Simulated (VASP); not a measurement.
Set up this calculation in VASP 6.6.1, as the native input.

```yaml
Task: single point
Functional: r2SCAN
Potentials_or_basis: VASP PAW PBE potentials, release 64 (Ti_sv, Al)
Cutoff: 520 eV
k_mesh: 12 × 12 × 6
Occupations: gaussian, width 0.15 eV
Spin: no spin polarisation
Dipole_correction: no
Further_INCAR_settings: ALGO = Normal; EDIFF = 1e-06; NBANDS = 31
```

TiAl3:

```xyz
8
Lattice="3.9557 0.0000 0.0000 0.0000 3.9557 0.0000 0.0000 0.0000 7.9113" Properties=species:S:1:pos:R:3 pbc="T T T"
Ti    0.0000    0.1026    0.0000
Ti    0.0000    0.1026    3.9557
Al    1.9778    1.9618    0.0000
Al    1.9778    1.9618    3.9557
Al    1.9778   -0.1500    1.9778
Al    1.9778   -0.1500    5.9335
Al    0.0000    1.9618    1.9778
Al    0.0000    1.9618    5.9335
```

This cell differs from its parent crystal: atoms displaced along a vibrational mode.

These files were run (other wordings do the same):

POSCAR

```
TiAl3
1.0
    3.9556712500      0.0000000000      0.0000000000
    0.0000000000      3.9556712500      0.0000000000
    0.0000000000      0.0000000000      7.9113425000
Ti Al
2 6
Direct
    0.0000000000      0.0259413663      0.0000000000
    0.0000000000      0.0259413663      0.5000000000
    0.5000000000      0.4959492312      0.0000000000
    0.5000000000      0.4959492312      0.5000000000
    0.5000000000     -0.0379202392      0.2500000000
    0.5000000000     -0.0379202392      0.7500000000
    0.0000000000      0.4959493410      0.2500000000
    0.0000000000      0.4959493410      0.7500000000
```

INCAR.step1

```
  ALGO = Normal
  EDIFF = 1E-4
  ENCUT = 520
  GGA = PE
  ISMEAR = 0
  LASPH = True
  LCHARG = False
  LREAL = False
  LWAVE = True
  NBANDS = 31
  NELM = 100
  PREC = Accurate
  SIGMA = 0.15
```

INCAR.step2

```
  ALGO = Normal
  EDIFF = 1E-6
  ENCUT = 520
  ISIF = 2
  ISMEAR = 0
  ISTART = 1
  LASPH = True
  LCHARG = False
  LMIXTAU = True
  LREAL = False
  LWAVE = False
  METAGGA = R2SCAN
  NBANDS = 31
  NELM = 100
  PREC = Accurate
  SIGMA = 0.15
```

KPOINTS

```
k-points
0
Gamma
  12 12 6
```

Potentials or basis: VASP PAW PBE potentials, release 64 (Ti_sv, Al).

Launch:

```bash
$ cat potpaw_PBE.64/Ti_sv/POTCAR potpaw_PBE.64/Al/POTCAR > POTCAR
$ cp INCAR.step1 INCAR
$ mpirun -np 1 vasp_std > vasp.out
$ cp INCAR.step2 INCAR
$ mpirun -np 1 vasp_std > vasp.out
```

Results of the run:

```
Pressure               : 0.9 GPa
Largest force          : 1.344 eV/Å
Band gap on the k mesh : zero (bands 21 and 22 overlap by 3.05 eV)
```

Caveat: the cell differs from its parent crystal (atoms displaced along a vibrational mode); the PAW data sets were made with another functional, which shifts forces and pressure a little.

Wall time 45 min on 1 thread of Oxide Virtual Turin-like Processor (shared host), peak memory 0.64 GiB.
